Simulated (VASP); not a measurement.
# AgH2Se2 (Cmc2_1) in VASP: relaxation of cell and atoms with LDA

Aim: the relaxation of cell and atoms of AgH2Se2 with LDA.

Program: VASP 6.6.1. These are calculated values, not measurements. Logs are shortened: lines on timing, memory, paths and dates and some standing lists are left out, and cuts for length are marked.

### Step 1. The cell of the first run

Symmetry: Cmc2_1, No. 36, orthorhombic system. Conventional cell: a = 3.755 Å, b = 13.496 Å, c = 6.697 Å, α = 90.00°, β = 90.00°, γ = 90.00°. Within 3.3 Å of Ag (site symmetry m) lie 5 Se at 2.48 to 3.00 Å and 3 H at 3.16 to 3.22 Å. Within 1.7 Å of Se (site symmetry m) lie 1 H at 1.28 Å. Se (site symmetry m) has 1 H at 1.36 Å within 1.8 Å. H (site symmetry m) has 1 Se at 1.28 Å within 1.7 Å. Within 1.8 Å of H (site symmetry m) lie 1 Se at 1.36 Å.

### Step 2. Relaxation of cell and atoms, LDA, target pressure 5 GPa, at which the enthalpy is minimised

INCAR

```
SYSTEM = AgH2Se2
PREC = Accurate ; ENCUT = 600
EDIFF = 1E-6 ; ISMEAR = 0
SIGMA = 0.2328 ; LREAL = .False.
LASPH = .True. ; NELM = 60
ALGO = Normal ; ISIF = 3
LWAVE = .False. ; LCHARG = .False.
IBRION = 2 ; NSW = 60
EDIFFG = -0.03 ; PSTRESS = 50.0
```

KPOINTS

```
regular mesh
0
Gamma
  6 6 3
  0 0 0
```

POSCAR

```
AgH2Se2
1.0
    3.7546290000      0.0000000000      0.0000000000
    1.8773140000     -6.7477830000      0.0000000000
    0.0000000000      0.0000000000     -6.6966950000
Ag Se H
2 4 4
Direct
    0.1820000000      0.6360000000      0.7500000000
    0.8180000000      0.3640000000      0.2500000000
    0.5583000000      0.8834000000      0.7466000000
    0.4417000000      0.1166000000      0.2466000000
    0.7994000000      0.4012000000      0.8033000000
    0.2006000000      0.5988000000      0.3033000000
    0.5058000000      0.9884000000      0.5882000000
    0.4942000000      0.0116000000      0.0882000000
    0.9001000000      0.1998000000      0.8086000000
    0.0999000000      0.8002000000      0.3086000000
```

Potentials or basis: VASP PAW LDA potentials, release 64 (Ag, Se, H).

The run is started by

```sh
$ cat potpaw_LDA.64/Ag/POTCAR potpaw_LDA.64/Se/POTCAR potpaw_LDA.64/H/POTCAR > POTCAR
$ mpirun -np 1 vasp_std > vasp.out
```

OUTCAR:

```text
SYSTEM = AgH2Se2
   PREC = Accurate
   ENCUT = 600
   EDIFF = 1E-6
   ISMEAR = 0
   LREAL = .False.
   LASPH = .True.
   NELM = 60
   ISIF = 3
   IBRION = 2
   NSW = 60
   EDIFFG = -0.03
   PSTRESS = 50.0

 ion  position               nearest neighbor table
   1  0.182  0.636  0.750-   5 2.48   5 2.48   3 2.51   3 2.51   6 3.00
   2  0.818  0.364  0.250-   6 2.48   6 2.48   4 2.51   4 2.51   5 3.00
   3  0.558  0.883  0.747-   7 1.28   1 2.51   1 2.51
   4  0.442  0.117  0.247-   8 1.28   2 2.51   2 2.51
   5  0.799  0.401  0.803-   9 1.36   1 2.48   1 2.48   2 3.00
   6  0.201  0.599  0.303-  10 1.36   2 2.48   2 2.48   1 3.00
   7  0.506  0.988  0.588-   3 1.28
   8  0.494  0.012  0.088-   4 1.28
   9  0.900  0.200  0.809-   5 1.36
  10  0.100  0.800  0.309-   6 1.36

  LATTYP: Found a base centered orthorhombic cell.
 ALAT       =     3.7546290000
 B/A-ratio  =     3.5943806965
 C/A-ratio  =     1.7835836776

  Lattice vectors:

 A1 = (   1.8773150000,   6.7477830000,   0.0000000000)
 A2 = (   1.8773140000,  -6.7477830000,   0.0000000000)
 A3 = (   0.0000000000,   0.0000000000,  -6.6966950000)

Analysis of symmetry for initial positions (statically):
=====================================================================
 Subroutine PRICEL returns:
 Original cell was already a primitive cell.

 Routine SETGRP: Setting up the symmetry group for a
 base centered orthorhombic supercell.

 Subroutine GETGRP returns: Found  4 space group operations
 (whereof  2 operations were pure point group operations)
 out of a pool of  8 trial point group operations.

The static configuration has the point symmetry C_1h.
 The point group associated with its full space group is C_2v.

Analysis of symmetry for dynamics (positions and initial velocities):
=====================================================================
 Subroutine PRICEL returns:
 Original cell was already a primitive cell.

 Routine SETGRP: Setting up the symmetry group for a
 base centered orthorhombic supercell.

 Subroutine GETGRP returns: Found  4 space group operations
 (whereof  2 operations were pure point group operations)
 out of a pool of  8 trial point group operations.

The dynamic configuration has the point symmetry C_1h.
 The point group associated with its full space group is C_2v.

 Subroutine INISYM returns: Found  4 space group operations
 (whereof  2 operations are pure point group operations),
 and found     1 'primitive' translations

----------------------------------------------------------------------------------------

[... 102 lines left out ...]
   ISPIN  =      1    spin polarized calculation?
   LNONCOLLINEAR =      F non collinear calculations
   LSORBIT =      F    spin-orbit coupling
   LASPH  =      T    aspherical Exc in radial PAW
   ENCUT  =  600.0 eV  44.10 Ry    6.64 a.u.   7.50 13.99 13.37*2*pi/ulx,y,z
   NELM   =     60;   NELMIN=  2; NELMDL= -5     # of ELM steps
   EDIFF  = 0.1E-05   stopping-criterion for ELM
   LREAL  =      F    real-space projection
   EDIFFG = -.3E-01   stopping-criterion for IOM
   NSW    =     60    number of steps for IOM
   IBRION =      2    ionic relax: 0-MD 1-quasi-New 2-CG
   NFREE  =      1    steps in history (QN), initial steepest desc. (CG)
   ISIF   =      3    stress and relaxation
   ISYM   =      2    0-nonsym 1-usesym 2-fastsym
   POTIM  = 0.5000    time-step for ionic-motion
   TEBEG  =    0.0;   TEEND  =   0.0 temperature during run
   PSTRESS=   50.0 pullay stress
   NELECT =      50.0000    total number of electrons
   NUPDOWN=      -1.0000    fix difference up-down
   EMIN   =  10.00;   EMAX   =-10.00  energy-range for DOS
   EFERMI =   0.00;   METHOD = LEGACY
   ISMEAR =     0;   SIGMA  =   0.23  broadening in eV -4-tet -1-fermi 0-gaus
   EFERMI_NEDOS =   21; number of points for ismear=-14 and -15
   IALGO  =     38    algorithm
   IMIX   =      4    mixing-type and parameters
     AMIX     =   0.40;   BMIX     =  1.00
     AMIX_MAG =   1.60;   BMIX_MAG =  1.00
  volume/ion in A,a.u.               =      16.97       114.49
  Fermi-wavevector in a.u.,A,eV,Ry     =   1.089437  2.058737 16.148374  1.186872
  Thomas-Fermi vector in A             =   2.225640
   LORBIT       =      0    0 simple, 1 ext, 2 COOP (PROOUT), +10 PAW based schemes
   GGA     = CA    functional components
   LHFCALC =     F    Hartree Fock is set to
   AEXX    =    0.0000 exact exchange contribution
   IVDW    =     0    specifies the selected vdW correction
   LEPSILON=     F    determine dielectric tensor
   LRPA    =     F    only Hartree local field effects (RPA)
 conjugate gradient relaxation of ions
 non-spin polarized calculation
 Gauss-broadening in eV      SIGMA  =   0.23
  energy-cutoff  :      600.00
  volume of cell :      169.66
 maximum number of plane-waves:      5687
 NGX is ok and might be reduce to    30
   NGX = 15   NGY = 27   NGZ = 27

--------------------------------------- Ionic step        1  -------------------------------------------

 number of electron      50.0000003 magnetization

 Free energy of the ion-electron system (eV)
  ---------------------------------------------------
  ext. energy  EPLUGINS =         0.00000000
  ---------------------------------------------------
  free energy    TOTEN  =       -34.79704003 eV

  energy without entropy =      -34.70870037  energy(sigma->0) =      -34.75287020

------------------------ aborting loop because EDIFF is reached ----------------------------------------

  FORCE on cell =-STRESS in cart. coord.  units (eV):
  Direction    XX          YY          ZZ          XY          YZ          ZX
  --------------------------------------------------------------------------------------
  -------------------------------------------------------------------------------------
  Total        6.3161482     16.8159633     13.5730905      0.0000012      0.0000000      0.0000000
  in kB       59.6450262    158.7975057    128.1742164      0.0000118      0.0000000      0.0000000
  external PRESSURE =      65.5389161 kB  Pullay stress =      50.0000000 kB
[... 1770 lines left out ...]
     30       8.7093      0.00000
     31       9.6343      0.00000

 [... further k-points ...]

[... ionic steps 4 to 39 ...]

--------------------------------------- Ionic step       40  -------------------------------------------

 number of electron      49.9999997 magnetization

------------------------ aborting loop because EDIFF is reached ----------------------------------------
[... 87 lines left out ...]
--------------------------------------- Ionic step       42  -------------------------------------------

 number of electron      49.9999998 magnetization

 Free energy of the ion-electron system (eV)
  ---------------------------------------------------
  ext. energy  EPLUGINS =         0.00000000
  ---------------------------------------------------
  free energy    TOTEN  =       -36.98000293 eV

  energy without entropy =      -36.86604770  energy(sigma->0) =      -36.92302531

 E-fermi :   4.3981     XC(G=0): -10.3984

 val. band max:        4.3701348792   @ k =  -0.1667   0.3333   0.3333
 cond. band min:       4.4066229672   @ k =  -0.1667   0.3333   0.0000
 fundamental gap:      0.0364880880
 Fermi energy:         4.3980785640
[... 857 lines left out ...]
  energy  without entropy=      -36.8660476972  energy(sigma->0) =      -36.92302531

  enthalpy is  TOTEN    =       -32.4376975611 eV   P V=        4.5423053702

 reached required accuracy - stopping structural energy minimisation
```

OSZICAR:

```text
N       E                     dE             d eps       ncg     rms          rms(c)
DAV:   1     0.315564425169E+03    0.31556E+03   -0.24311E+04  1612   0.159E+03
DAV:   2    -0.147124899520E+02   -0.33028E+03   -0.31856E+03  1923   0.288E+02
DAV:   3    -0.369314312548E+02   -0.22219E+02   -0.21765E+02  1970   0.749E+01
[... 368 lines left out ...]
DAV:   1    -0.369802842744E+02    0.16099E-03   -0.27075E-02  1612   0.969E-01    0.113E-01
DAV:   2    -0.369800794899E+02    0.20478E-03   -0.74147E-04  1969   0.232E-01    0.541E-02
DAV:   3    -0.369800148951E+02    0.64595E-04   -0.11754E-04  1936   0.706E-02    0.234E-02
DAV:   4    -0.369800033158E+02    0.11579E-04   -0.23357E-05  1896   0.305E-02    0.970E-03
DAV:   5    -0.369800029313E+02    0.38456E-06   -0.15134E-06  1044   0.916E-03
  42 F= -.32437698E+02 E0= -.32380720E+02  d E =-.292308E-03
```

CONTCAR:

```text
AgH2Se2
   1.00000000000000
     3.9010437125337836    0.0000018245268738    0.0000000000000000
     1.9505184337798405   -6.0863998102155490   -0.0000000000000000
     0.0000000000000000    0.0000000000000000   -6.1302127417568606
  Ag              Se              H
     2     4     4
Direct
     0.2046947612485860    0.5906104670021780    0.7390018088189922
     0.7953052387514138    0.4093895329978218    0.2390018088189922
     0.5761213268108600    0.8477573389096631    0.8227866553402842
     0.4238786731891401    0.1522426610903372    0.3227866553402842
     0.8342433992726563    0.3315131875454740    0.8009082146932087
     0.1657566007273435    0.6684868124545262    0.3009082146932084
     0.5225386573837569    0.9549226769905875    0.5957361938267610
     0.4774613426162426    0.0450773230094127    0.0957361938267609
     0.9549076577214917    0.0901846684852604    0.7382671273207539
     0.0450923422785086    0.9098153315147400    0.2382671273207541

  0.00000000E+00  0.00000000E+00  0.00000000E+00
  0.00000000E+00  0.00000000E+00  0.00000000E+00
  0.00000000E+00  0.00000000E+00  0.00000000E+00
  0.00000000E+00  0.00000000E+00  0.00000000E+00
  0.00000000E+00  0.00000000E+00  0.00000000E+00
  0.00000000E+00  0.00000000E+00  0.00000000E+00
  0.00000000E+00  0.00000000E+00  0.00000000E+00
  0.00000000E+00  0.00000000E+00  0.00000000E+00
  0.00000000E+00  0.00000000E+00  0.00000000E+00
  0.00000000E+00  0.00000000E+00  0.00000000E+00
```

Wall time 29 min (1 thread of AMD EPYC 9R45 (Zen 5), shared host); peak memory 0.32 GiB.

Results:

```
Free energy                                                : -36.9800 eV
Relaxed volume                                             : 14.56 Å³/atom
Relaxed cell                                               : a = 3.901 Å, b = 6.391 Å, c = 6.130 Å, α = 90.00°, β = 90.00°, γ = 72.23°
Space group after relaxing (to 0.1 Å)                      : Cmc2_1 (No. 36)
Energy change on relaxing (the run minimises the enthalpy) : -218.3 meV/atom
Ionic steps                                                : 42
Pressure after relaxing                                    : 5.0 GPa
Largest force after relaxing                               : 0.015 eV/Å
Band gap on the k mesh                                     : zero (bands 25 and 26 overlap by 1.79 eV)
```

Forces on the atoms (eV/Å):
```
Ag   0.000  0.007 -0.006
Ag   0.000 -0.007 -0.006
Se   0.000 -0.002  0.000
Se   0.000  0.002  0.000
Se   0.000  0.012  0.009
Se   0.000 -0.012  0.009
H    0.000  0.007 -0.012
H    0.000 -0.007 -0.012
H    0.000 -0.003  0.009
H    0.000  0.003  0.009
```

The path:
| step | energy change (eV) | largest force (eV/Å) | pressure (GPa) | volume (Å³) |
| --- | --- | --- | --- | --- |
| 1 | 0.0000 | 7.3237 | 11.55 | 169.66 |
| 3 | -0.7699 | 2.6136 | -2.46 | 183.36 |
| 5 | -1.9235 | 0.6648 | 2.76 | 174.86 |
| 7 | -2.0133 | 0.6663 | 3.50 | 170.10 |
| 9 | -2.0450 | 0.4270 | 5.30 | 156.29 |
| 11 | -2.0901 | 0.4628 | 4.91 | 156.32 |
| 13 | -2.1305 | 0.5052 | 4.63 | 156.28 |
| 15 | -2.1697 | 0.6215 | 3.86 | 155.90 |
| 17 | -2.1495 | 0.3978 | 5.23 | 152.85 |
| 19 | -2.1531 | 0.4811 | 5.37 | 151.97 |
| 21 | -2.1900 | 0.6019 | 4.35 | 151.41 |
| 23 | -2.1740 | 0.3335 | 4.12 | 149.24 |
| 25 | -2.0847 | 0.2614 | 6.31 | 145.38 |
| 27 | -2.1631 | 0.3253 | 5.35 | 146.92 |
| 29 | -2.2256 | 0.1985 | 4.13 | 148.46 |
| 31 | -2.1880 | 0.3066 | 5.41 | 146.62 |
| 33 | -2.1983 | 0.2108 | 5.38 | 146.51 |
| 35 | -2.2289 | 0.0825 | 4.43 | 147.25 |
| 37 | -2.1946 | 0.1210 | 4.94 | 146.00 |
| 39 | -2.1792 | 0.0465 | 5.12 | 145.45 |
| 41 | -2.1834 | 0.0306 | 4.95 | 145.58 |
| 42 | -2.1830 | 0.0152 | 4.96 | 145.55 |

Final structure:
```
Ag Se H
1.0
     3.90104    0.00000    0.00000
     1.95052   -6.08640    0.00000
     0.00000    0.00000   -6.13021
Ag Se H
2 4 4
Cartesian
  1.9505 -3.5947 -4.5302
  3.9010 -2.4917 -1.4651
  3.9010 -5.1598 -5.0439
  1.9505 -0.9266 -1.9788
  3.9010 -2.0177 -4.9097
  1.9505 -4.0687 -1.8446
  3.9010 -5.8120 -3.6520
  1.9505 -0.2744 -0.5869
  3.9010 -0.5489 -4.5257
  1.9505 -5.5375 -1.4606
```

Caveat: the cell is relaxed towards a set pressure, so the run minimises the enthalpy, not the energy.

The gap in the log of VASP goes by the Fermi energy; the results here count the filled bands.